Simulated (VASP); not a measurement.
# Ag (P6_3/mmc) in VASP: further runs, part 2 of 2

VASP 6.6.1.

## Step 3: Single point, PBEsol

Contents of INCAR:

```
ALGO     = Normal         # electronic algorithm
EDIFF    = 1E-6           # SCF threshold, eV
ENCUT    = 520            # plane-wave cutoff, eV
GGA      = PS             # functional
ISIF     = 2              # what is computed and relaxed
ISMEAR   = -1             # smearing method
LASPH    = True           # aspherical terms in the spheres
LCHARG   = False          # write CHGCAR
LREAL    = False          # projectors in reciprocal space
LWAVE    = False          # write WAVECAR
NBANDS   = 18             # bands
NELM     = 80             # most SCF steps
PREC     = Accurate       # precision mode
SIGMA    = 0.05           # smearing width, eV
```

Contents of KPOINTS:

```
k-points
0
Gamma
  10 10 6
```

Contents of POSCAR:

```
Ag
1.0
    2.8750778936      0.0000000000      0.0000000000
   -1.4375389468      2.4898904937      0.0000000000
    0.0000000000      0.0000000000      4.6732433942
Ag
2
Direct
    0.6666666667      0.3333333333      0.7500000000
    0.3333333333      0.6666666667      0.2500000000
```

Potentials or basis: VASP PAW PBE potentials, release 64 (Ag).

The run is started by

```sh
cat potpaw_PBE.64/Ag/POTCAR > POTCAR
mpirun -np 1 vasp_std > vasp.out
```

It took 8.7 s on 1 thread of Intel Xeon 6975P-C (Granite Rapids), shared host; peak memory 0.16 GiB.

The run converged. Its results:

| Quantity | Value |
| --- | --- |
| Free energy | -6.5964 eV |
| Pressure | -0.2 GPa |
| Band gap on the k mesh | zero (band 11 reaches 11.64 eV, above the bottom of band 12 at 5.10 eV) |

Levels at points of the mesh, in eV from the Fermi level:
```tsv
k point	band 8	band 9	band 10	band 11	band 12	band 13	band 14	band 15
(0.00, 0.00, 0.00)	-4.12	-4.12	-3.04	-3.04	-0.45	3.78	15.66	17.74
(0.50, 0.00, 0.00)	-2.91	-2.83	-2.76	0.09	1.59	6.99	7.25	9.59
(0.00, 0.00, 0.50)	-4.58	-3.37	-3.37	-3.37	-3.37	11.39	11.39	16.03
(0.50, 0.00, 0.50)	-3.10	-2.82	-2.82	0.71	0.71	4.70	4.70	13.72
```

Caveat: the PAW data sets were made with another functional, which shifts forces and pressure a little.

## Step 4: Single point, PBE (volume scaled by 0.96)

Contents of INCAR:

```
PREC     = Accurate       # precision mode
ENCUT    = 520            # plane-wave cutoff, eV
EDIFF    = 1E-6           # SCF threshold, eV
ISMEAR   = -1             # smearing method
SIGMA    = 0.05           # smearing width, eV
LREAL    = F              # projectors in reciprocal space
LASPH    = T              # aspherical terms in the spheres
NELM     = 100            # most SCF steps
ALGO     = Normal         # electronic algorithm
ISIF     = 2              # what is computed and relaxed
LWAVE    = F              # write WAVECAR
LCHARG   = T              # write CHGCAR
GGA      = PE             # functional
LELF     = T              # ELF
LVHAR    = T            
NBANDS   = 18             # bands
```

Contents of KPOINTS:

```
Automatic mesh
0
Gamma
  10 10 6
```

Contents of POSCAR:

```
Ag
1.0
    2.8904005511      0.0000000000      0.0000000000
   -1.4452002756      2.5031603044      0.0000000000
    0.0000000000      0.0000000000      4.7252623344
Ag
2
Direct
    0.6666666667      0.3333333333      0.7500000000
    0.3333333333      0.6666666667      0.2500000000
```

The run is started by

```sh
cat potpaw_PBE.64/Ag/POTCAR > POTCAR
mpirun -np 1 vasp_std > vasp.out
```

Run time: 9.4 s. Hardware: 1 thread of Intel Xeon 6975P-C (Granite Rapids), shared host; peak memory 0.16 GiB.

The run converged. Its results:

```
Free energy            : -5.3981 eV
Pressure               : 4.7 GPa
Band gap on the k mesh : zero (band 11 reaches 11.53 eV, above the bottom of band 12 at 4.97 eV)
```

Stress tensor (GPa, compression positive):
```
4.95 0.00 0.00
0.00 4.95 0.00
0.00 0.00 4.28
```

Levels at points of the mesh, in eV from the Fermi level:
| k point | band 7 | band 8 | band 9 | band 10 | band 11 | band 12 | band 13 | band 14 | band 15 | band 16 |
| --- | --- | --- | --- | --- | --- | --- | --- | --- | --- | --- |
| (0.00, 0.00, 0.00) | -4.47 | -4.12 | -4.12 | -3.11 | -3.11 | -0.40 | 3.57 | 15.65 | 17.56 | 17.87 |
| (0.50, 0.00, 0.00) | -3.82 | -2.97 | -2.92 | -2.84 | 0.11 | 1.55 | 6.88 | 7.14 | 9.38 | 10.39 |
| (0.00, 0.00, 0.50) | -4.54 | -4.54 | -3.42 | -3.42 | -3.42 | -3.42 | 11.11 | 11.11 | 16.01 | 16.01 |
| (0.50, 0.00, 0.50) | -3.16 | -3.16 | -2.89 | -2.89 | 0.76 | 0.76 | 4.58 | 4.58 | 13.61 | 13.61 |

## Step 5: Single point, PBE (volume scaled by 0.98)

Contents of INCAR:

```
SYSTEM = Ag
PREC     = Accurate       ! precision mode
ENCUT    = 520            ! plane-wave cutoff, eV
EDIFF    = 1E-6           ! SCF threshold, eV
ISMEAR   = -1             ! smearing method
SIGMA    = 0.05           ! smearing width, eV
LREAL    = .FALSE.        ! projectors in reciprocal space
LASPH    = .TRUE.         ! aspherical terms in the spheres
NELM     = 80             ! most SCF steps
ALGO     = Normal         ! electronic algorithm
ISIF     = 2              ! what is computed and relaxed
LWAVE    = .FALSE.        ! write WAVECAR
LCHARG   = .FALSE.        ! write CHGCAR
GGA      = PE             ! functional
NBANDS   = 18             ! bands
```

Contents of KPOINTS:

```
Automatic mesh
0
G
  10 10 6
  0 0 0
```

Contents of POSCAR:

```
Ag
1.0
    2.9103349780      0.0000000000      0.0000000000
   -1.4551674890      2.5204240244      0.0000000000
    0.0000000000      0.0000000000      4.7578513803
Ag
2
Direct
    0.6666666667      0.3333333333      0.7500000000
    0.3333333333      0.6666666667      0.2500000000
```

Potentials or basis: VASP PAW PBE potentials, release 64 (Ag).

The run is started by

```sh
cat potpaw_PBE.64/Ag/POTCAR > POTCAR
mpirun -np 1 vasp_std > vasp.out
```

OUTCAR:

```text
SYSTEM = Ag
   PREC = Accurate
   ENCUT = 520
   EDIFF = 1E-6
   ISMEAR = -1
   LREAL = .FALSE.
   LASPH = .TRUE.
   NELM = 80
   ISIF = 2
   GGA = PE

 ion  position               nearest neighbor table
   1  0.667  0.333  0.750-   2 2.91   2 2.91   2 2.91   2 2.91   2 2.91   2 2.91
   2  0.333  0.667  0.250-   1 2.91   1 2.91   1 2.91   1 2.91   1 2.91   1 2.91

  LATTYP: Found a hexagonal cell.
 ALAT       =     2.9103349780
 C/A-ratio  =     1.6348122866

  Lattice vectors:

 A1 = (   2.9103349780,   0.0000000000,   0.0000000000)
 A2 = (  -1.4551674890,   2.5204240244,   0.0000000000)
 A3 = (   0.0000000000,   0.0000000000,   4.7578513803)

Analysis of symmetry for initial positions (statically):
=====================================================================
 Subroutine PRICEL returns:
 Original cell was already a primitive cell.

 Routine SETGRP: Setting up the symmetry group for a
 hexagonal supercell.

 Subroutine GETGRP returns: Found 24 space group operations
[... 154 lines left out ...]
 NGX is ok and might be reduce to    24
   NGX = 11   NGY = 11   NGZ = 17

 number of electron      22.0000007 magnetization

 Free energy of the ion-electron system (eV)
  ---------------------------------------------------
  ext. energy  EPLUGINS =         0.00000000
  ---------------------------------------------------
  free energy    TOTEN  =        -5.41429712 eV

  energy without entropy =       -5.40873234  energy(sigma->0) =       -5.41151473

 E-fermi :   8.1116     XC(G=0): -12.0696

 val. band max:        7.9094663574   @ k =   0.3000   0.0000   0.3333
 cond. band min:       8.1553059808   @ k =   0.3000   0.2000   0.3333
 fundamental gap:      0.2458396234
 Fermi energy:         8.1116057932

 k-point     1 :       0.0000    0.0000    0.0000
  band No.  band energies     occupation
      1       0.5140      2.00000
      2       1.8602      2.00000
      3       3.3846      2.00000
      4       3.4821      2.00000
      5       3.4821      2.00000
      6       3.7101      2.00000
[... 481 lines left out ...]
      5       3.4144      2.00000
      6       4.0045      2.00000
[... 10 lines left out ...]
     17      20.3546      0.00000
     18      22.3867      0.00000

 [... further k-points ...]
[... 5 lines left out ...]
  --------------------------------------------------------------------------------------
  -------------------------------------------------------------------------------------
  Total        0.5820418      0.5820418      0.4411112      0.0000000      0.0000000      0.0000000
  in kB       26.7200511     26.7200511     20.2502882      0.0000000      0.0000000      0.0000000
  external PRESSURE =      24.5634635 kB  Pullay stress =       0.0000000 kB

 VOLUME and BASIS-vectors are now :
 -----------------------------------------------------------------------------
  energy-cutoff  :      520.00
  volume of cell :       34.90
      direct lattice vectors                 reciprocal lattice vectors
     2.910334978  0.000000000  0.000000000     0.343603059  0.198379318  0.000000000
    -1.455167489  2.520424024  0.000000000     0.000000000  0.396758637  0.000000000
     0.000000000  0.000000000  4.757851380     0.000000000  0.000000000  0.210178906

 POSITION                                       TOTAL-FORCE (eV/Angst)
 -----------------------------------------------------------------------------------
      1.45517      0.84014      3.56839        -0.000000      0.000000      0.000000
     -0.00000      1.68028      1.18946         0.000000     -0.000000      0.000000
 -----------------------------------------------------------------------------------
    total drift:                               -0.000000      0.000000     -0.000000

  FREE ENERGIE OF THE ION-ELECTRON SYSTEM (eV)
  ---------------------------------------------------
  free  energy   TOTEN  =        -5.4142971169 eV

  energy  without entropy=       -5.4087323410  energy(sigma->0) =       -5.41151473
```

Run time: 8.8 s. Hardware: 1 thread of Intel Xeon 6975P-C (Granite Rapids), shared host; peak memory 0.16 GiB.

What came out:

| Quantity | Value |
| --- | --- |
| Free energy | -5.4143 eV |
| Pressure | 2.5 GPa |
| Band gap on the k mesh | zero (band 11 reaches 11.20 eV, above the bottom of band 12 at 4.72 eV) |

Stress tensor (GPa, compression positive):
```
2.67 0.00 0.00
0.00 2.67 0.00
0.00 0.00 2.03
```

## Step 6: Overview

| level | cell | gap on the mesh (eV) | pressure (GPa) |
| --- | --- | --- | --- |
| PBE | a = 2.870, b = 2.870, c = 4.692 Å, angles 90.0, 90.0, 120.0°, 2 atoms | none | 7.3 |
| PBEsol | a = 2.875, b = 2.875, c = 4.673 Å, angles 90.0, 90.0, 120.0°, 2 atoms | none | -0.2 |
| PBE | a = 2.890, b = 2.890, c = 4.725 Å, angles 90.0, 90.0, 120.0°, 2 atoms | none | 4.7 |
| PBE | a = 2.910, b = 2.910, c = 4.758 Å, angles 90.0, 90.0, 120.0°, 2 atoms | none | 2.5 |

Alike in all rows: task single point; potentials or basis VASP PAW PBE potentials, release 64 (Ag); no spin polarisation; k mesh 10 × 10 × 6; cutoff (eV) 520; smearing fermi-dirac 0.05 eV.

Caveats: the PAW data sets were made with another functional, which shifts forces and pressure a little (some runs).

Total energies depend on the potentials used, so only differences within one code and one set of settings carry meaning.
